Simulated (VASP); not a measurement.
# C (P2_1/m) in VASP: single point with PBEsol+D3(BJ)

Aim: the single point of C with PBEsol+D3(BJ).

Program: VASP 6.6.1. These are calculated values, not measurements. Logs are shortened: lines on timing, memory, paths and dates and some standing lists are left out, and cuts for length are marked.

## (1) The cell of the first run

The structure is monoclinic, space group P2_1/m (No. 11). The conventional cell has a = 2.147 Å, b = 6.580 Å, c = 2.486 Å, α = 90.00°, β = 106.54°, γ = 90.00°. Within 1.7 Å of C (site symmetry m) lie 3 C at 1.24 to 1.61 Å. C (site symmetry m) has 3 C at 1.24 to 1.61 Å within 1.7 Å.

## (2) Single point, PBEsol+D3(BJ) (engineering shear strain xy -0.3000, normal strain along z +0.0000)

File INCAR:

```
SYSTEM = C
  PREC = Accurate
  ENCUT = 520
  EDIFF = 1E-6
  ISMEAR = 0
  SIGMA = 0.15
  LREAL = .False.
  LASPH = .True.
  NELM = 100
  ALGO = Normal
  ISIF = 2
  LWAVE = .False.
  LCHARG = .False.
  GGA = PS
  IVDW = 12
  NBANDS = 16
```

File KPOINTS:

```
Automatic mesh
0
Gamma
  18 18 6
  0 0 0
```

File POSCAR:

```
C
1.0
    2.4580081300     -0.3687012195      0.0000000000
   -1.5483086875      2.3130480930      0.0000000000
    0.0000000000      0.0000000000      6.5800567345
C
4
Direct
    0.0000000000      0.0000000000      0.0025000000
    0.0000000000      0.0000000000      0.5025000000
    0.3333333333      0.6666666667      0.0025000000
    0.6666666667      0.3333333333      0.5025000000
```

Potentials or basis: VASP PAW PBE potentials, release 64 (C).

Launch:

```sh
cat potpaw_PBE.64/C/POTCAR > POTCAR
mpirun -np 1 vasp_std > vasp.out
```

OUTCAR:

```text
SYSTEM = C
   PREC = Accurate
   ENCUT = 520
   EDIFF = 1E-6
   ISMEAR = 0
   LREAL = .False.
   LASPH = .True.
   NELM = 100
   ISIF = 2
   GGA = PS
   IVDW = 12
 IVDW          = 12

 ion  position               nearest neighbor table
   1  0.000  0.000  0.002-   3 1.24   3 1.44   3 1.61
   2  0.000  0.000  0.502-   4 1.24   4 1.44   4 1.61
   3  0.333  0.667  0.002-   1 1.24   1 1.44   1 1.61
   4  0.667  0.333  0.502-   2 1.24   2 1.44   2 1.61

  LATTYP: Found a simple monoclinic cell.
 ALAT       =     2.1466340723
 B/A-ratio  =     3.0652903630
 C/A-ratio  =     1.1578624105
 COS(beta)  =    -0.2847292703

  Lattice vectors:

 A1 = (   0.9096994425,   1.9443468735,   0.0000000000)
 A2 = (   0.0000000000,   0.0000000000,  -6.5800567345)
 A3 = (  -2.4580081300,   0.3687012195,   0.0000000000)

Analysis of symmetry for initial positions (statically):
=====================================================================
 Subroutine PRICEL returns:
 Original cell was already a primitive cell.

 Routine SETGRP: Setting up the symmetry group for a
 simple monoclinic supercell.

 Subroutine GETGRP returns: Found  4 space group operations
 (whereof  1 operations were pure point group operations)
 out of a pool of  4 trial point group operations.

The static configuration has the point symmetry C_1 .
 The point group associated with its full space group is C_2h.

Analysis of symmetry for dynamics (positions and initial velocities):
=====================================================================
 Subroutine PRICEL returns:
 Original cell was already a primitive cell.

 Routine SETGRP: Setting up the symmetry group for a
 simple monoclinic supercell.

 Subroutine GETGRP returns: Found  4 space group operations
 (whereof  1 operations were pure point group operations)
 out of a pool of  4 trial point group operations.

The dynamic configuration has the point symmetry C_1 .
 The point group associated with its full space group is C_2h.

 Subroutine INISYM returns: Found  4 space group operations
 (whereof  1 operations are pure point group operations),
 and found     1 'primitive' translations

----------------------------------------------------------------------------------------

                                     Primitive cell

  volume of cell :      33.6545

  direct lattice vectors                    reciprocal lattice vectors
     2.458008130 -0.368701220  0.000000000     0.452241731  0.302721679  0.000000000
    -1.548308688  2.313048093  0.000000000     0.072087597  0.480583977  0.000000000
     0.000000000  0.000000000  6.580056735     0.000000000  0.000000000  0.151974374

  length of vectors
     2.485506901  2.783424379  6.580056735     0.544208598  0.485960472  0.151974374

  position of ions in fractional coordinates (direct lattice)
     0.000000000  0.000000000  0.002500000
     0.000000000  0.000000000  0.502500000
     0.333333333  0.666666667  0.002500000
     0.666666667  0.333333333  0.502500000

  ion indices of the primitive-cell ions
   primitive index   ion index
                 1           1
                 2           2
                 3           3
                 4           4

----------------------------------------------------------------------------------------

 KPOINTS: Automatic mesh

Automatic generation of k-mesh.
 Grid dimensions read from file:
 generate k-points for:   18   18    6

 Generating k-lattice:

  Cartesian coordinates                     Fractional coordinates (reciprocal lattice)
     0.025124541  0.016817871  0.000000000     0.055555556  0.000000000  0.000000000
     0.004004866  0.026699110  0.000000000    -0.000000000  0.055555556  0.000000000
     0.000000000  0.000000000  0.025329062     0.000000000  0.000000000  0.166666667

  Length of vectors
     0.030233811  0.026997804  0.025329062

  Shift w.r.t. Gamma in fractional coordinates (k-lattice)
     0.000000000  0.000000000  0.000000000

 Subroutine IBZKPT returns following result:
 ===========================================

 Found    656 irreducible k-points:

 Following reciprocal coordinates:
            Coordinates               Weight
  0.000000  0.000000  0.000000      1.000000
  0.055556  0.000000  0.000000      2.000000
  0.111111  0.000000  0.000000      2.000000
  0.166667  0.000000  0.000000      2.000000
  0.222222 -0.000000  0.000000      2.000000
  0.277778 -0.000000  0.000000      2.000000
[... 16 lines left out ...]
 -0.333333  0.055556  0.000000      2.000000
 -0.277778  0.055556  0.000000      2.000000
 [... further k-points ...]
   k-points           NKPTS =    656   k-points in BZ     NKDIM =    656   number of bands    NBANDS=     16
   number of dos      NEDOS =    301   number of ions     NIONS =      4
   total plane-waves  NPLWV =  21600
   dimension x,y,z NGX =    18 NGY =   24 NGZ =   50
   dimension x,y,z NGXF=    36 NGYF=   48 NGZF=  100
   ions per type =               4
   NGX,Y,Z   is equivalent  to a cutoff of  12.04, 14.33, 12.63 a.u.
   NGXF,Y,Z  is equivalent  to a cutoff of  24.08, 28.67, 25.27 a.u.
 SYSTEM =  C
   PREC   = accura    normal or accurate (medium, high low for compatibility)
   ISTART =      0    job   : 0-new  1-cont  2-samecut
   ICHARG =      2    charge: 1-file 2-atom 10-const
   ISPIN  =      1    spin polarized calculation?
   LNONCOLLINEAR =      F non collinear calculations
   LSORBIT =      F    spin-orbit coupling
   LASPH  =      T    aspherical Exc in radial PAW
   ENCUT  =  520.0 eV  38.22 Ry    6.18 a.u.   4.62  5.18 12.23*2*pi/ulx,y,z
   NELM   =    100;   NELMIN=  2; NELMDL= -5     # of ELM steps
   EDIFF  = 0.1E-05   stopping-criterion for ELM
   LREAL  =      F    real-space projection
   EDIFFG = 0.1E-04   stopping-criterion for IOM
   NSW    =      0    number of steps for IOM
   IBRION =     -1    ionic relax: 0-MD 1-quasi-New 2-CG
   NFREE  =      0    steps in history (QN), initial steepest desc. (CG)
   ISIF   =      2    stress and relaxation
   ISYM   =      2    0-nonsym 1-usesym 2-fastsym
   POTIM  = 0.5000    time-step for ionic-motion
   TEBEG  =    0.0;   TEEND  =   0.0 temperature during run
   PSTRESS=    0.0 pullay stress
   NELECT =      16.0000    total number of electrons
   NUPDOWN=      -1.0000    fix difference up-down
   EMIN   =  10.00;   EMAX   =-10.00  energy-range for DOS
   EFERMI =   0.00;   METHOD = LEGACY
   ISMEAR =     0;   SIGMA  =   0.15  broadening in eV -4-tet -1-fermi 0-gaus
   EFERMI_NEDOS =   21; number of points for ismear=-14 and -15
   IALGO  =     38    algorithm
   IMIX   =      4    mixing-type and parameters
     AMIX     =   0.40;   BMIX     =  1.00
     AMIX_MAG =   1.60;   BMIX_MAG =  1.00
  volume/ion in A,a.u.               =       8.41        56.78
  Fermi-wavevector in a.u.,A,eV,Ry     =   1.277714  2.414529 22.212228  1.632553
  Thomas-Fermi vector in A             =   2.410298
   LORBIT       =      0    0 simple, 1 ext, 2 COOP (PROOUT), +10 PAW based schemes
   GGA     = PS    functional components
   LHFCALC =     F    Hartree Fock is set to
   AEXX    =    0.0000 exact exchange contribution
   IVDW    =    12    specifies the selected vdW correction
   LEPSILON=     F    determine dielectric tensor
   LRPA    =     F    only Hartree local field effects (RPA)
 non-spin polarized calculation
 Gauss-broadening in eV      SIGMA  =   0.15
  energy-cutoff  :      520.00
  volume of cell :       33.65
 maximum number of plane-waves:       929
   NGX =  9   NGY = 11   NGZ = 25

 number of electron      16.0000000 magnetization

 Free energy of the ion-electron system (eV)
  ---------------------------------------------------
  ext. energy  EPLUGINS =         0.00000000
  ---------------------------------------------------
  free energy    TOTEN  =       -33.81571542 eV

  energy without entropy =      -33.81475967  energy(sigma->0) =      -33.81523755

 E-fermi :   5.7179     XC(G=0): -10.7603

 val. band max:        5.6717366110   @ k =   0.4444   0.1111   0.1667
 cond. band min:       5.8113004574   @ k =   0.3889   0.1667   0.3333
 fundamental gap:      0.1395638464
 Fermi energy:         5.7178842825

 k-point     1 :       0.0000    0.0000    0.0000
  band No.  band energies     occupation
      1     -15.0870      2.00000
      2     -14.7479      2.00000
      3      -3.9671      2.00000
      4      -1.8050      2.00000
      5       0.7759      2.00000
      6       0.8304      2.00000
[... 8 lines left out ...]
     15      16.0465      0.00000
     16      16.3902      0.00000

 k-point     2 :       0.0556    0.0000    0.0000
  band No.  band energies     occupation
      1     -14.9913      2.00000
      2     -14.6545      2.00000
      3      -3.8446      2.00000
      4      -1.6907      2.00000
      5       0.6256      2.00000
      6       0.6794      2.00000
[... 8 lines left out ...]
     15      15.7961      0.00000
     16      16.4547      0.00000

 k-point     3 :       0.1111    0.0000    0.0000
  band No.  band energies     occupation
      1     -14.7052      2.00000
      2     -14.3755      2.00000
      3      -3.4782      2.00000
      4      -1.3493      2.00000
      5       0.1919      2.00000
      6       0.2488      2.00000
[... 8 lines left out ...]
     15      15.1806      0.00000
     16      16.6695      0.00000

 k-point     4 :       0.1667    0.0000    0.0000
  band No.  band energies     occupation
      1     -14.2318      2.00000
      2     -13.9139      2.00000
      3      -2.8709      2.00000
      4      -0.7853      2.00000
      5      -0.4651      2.00000
      6      -0.3970      2.00000
[... 8 lines left out ...]
     15      15.4784      0.00000
     16      17.0537      0.00000
[... 324 lines left out ...]
 k-point    22 :      -0.3889    0.0556    0.0000
  band No.  band energies     occupation
      1     -11.3451      2.00000
      2     -11.1095      2.00000
      3      -3.4777      2.00000
      4      -3.4150      2.00000
      5      -2.9945      2.00000
      6      -2.9540      2.00000
[... 8 lines left out ...]
     15      19.8235      0.00000
     16      20.8005      0.00000

 k-point    23 :      -0.3333    0.0556    0.0000
  band No.  band energies     occupation
      1     -12.3661      2.00000
      2     -12.0999      2.00000
      3      -2.9080      2.00000
      4      -2.8062      2.00000
      5      -1.6483      2.00000
      6      -1.5856      2.00000
[... 8 lines left out ...]
     15      19.4813      0.00000
     16      19.8201      0.00000

 k-point    24 :      -0.2778    0.0556    0.0000
  band No.  band energies     occupation
      1     -13.2462      2.00000
      2     -12.9557      2.00000
      3      -2.3259      2.00000
      4      -2.2262      2.00000
      5      -1.5982      2.00000
      6      -0.1716      2.00000
[... 8 lines left out ...]
     15      17.8323      0.00000
     16      17.9898      0.00000

 [... further k-points ...]

------------------------ aborting loop because EDIFF is reached ----------------------------------------

 Edisp (eV)   -0.37658

 E8    (eV) :    -0.1831

  FORCE on cell =-STRESS in cart. coord.  units (eV):
  Direction    XX          YY          ZZ          XY          YZ          ZX
  --------------------------------------------------------------------------------------
  -------------------------------------------------------------------------------------
  Total      12.18853    10.96545    -0.04193    30.74649     0.00000     0.00000
  in kB     580.25431   522.02730    -1.99612  1463.73484     0.00000     0.00000
  external pressure =      366.76 kB  Pullay stress =        0.00 kB

 VOLUME and BASIS-vectors are now :
 -----------------------------------------------------------------------------
  energy-cutoff  :      520.00
  volume of cell :       33.65
      direct lattice vectors                 reciprocal lattice vectors
     2.458008130 -0.368701220  0.000000000     0.452241731  0.302721679  0.000000000
    -1.548308688  2.313048093  0.000000000     0.072087597  0.480583977  0.000000000
     0.000000000  0.000000000  6.580056735     0.000000000  0.000000000  0.151974374

 POSITION                                       TOTAL-FORCE (eV/Angst)
 -----------------------------------------------------------------------------------
      0.00000      0.00000      0.01645         5.067329      2.578021      0.000000
      0.00000      0.00000      3.30648        -5.067329     -2.578021      0.000000
     -0.21287      1.41913      0.01645        -5.107061     -2.595175      0.000000
      1.12257      0.52522      3.30648         5.107061      2.595175      0.000000
 -----------------------------------------------------------------------------------
    total drift:                                0.000000     -0.000000     -0.000024

  FREE ENERGIE OF THE ION-ELECTRON SYSTEM (eV)
  ---------------------------------------------------
  free  energy   TOTEN  =       -34.1922916879 eV

  energy  without entropy=      -34.1913359441  energy(sigma->0) =      -34.19181382
```

It took 8.4 min on 1 thread of Intel Xeon 8259CL, shared host; peak memory 0.37 GiB.

Results:

```
Free energy                : -34.1923 eV
Pressure                   : 36.7 GPa
Largest force              : 5.729 eV/Å
Dispersion energy per atom : -0.094 eV
```

Forces in eV/Å, atoms in the order of the input:
```
C    5.067  2.578  0.000
C   -5.067 -2.578  0.000
C   -5.107 -2.595  0.000
C    5.107  2.595  0.000
```

Stress tensor (GPa, compression positive):
```
 58.03 146.37   0.00
146.37  52.20   0.00
  0.00   0.00  -0.20
```

Caveat: the cell differs from its parent crystal (engineering shear strain xy -0.3000, normal strain along z +0.0000); the stress differs along the axes, from -0 to 58 GPa; the PAW data sets were made with another functional, which shifts forces and pressure a little.
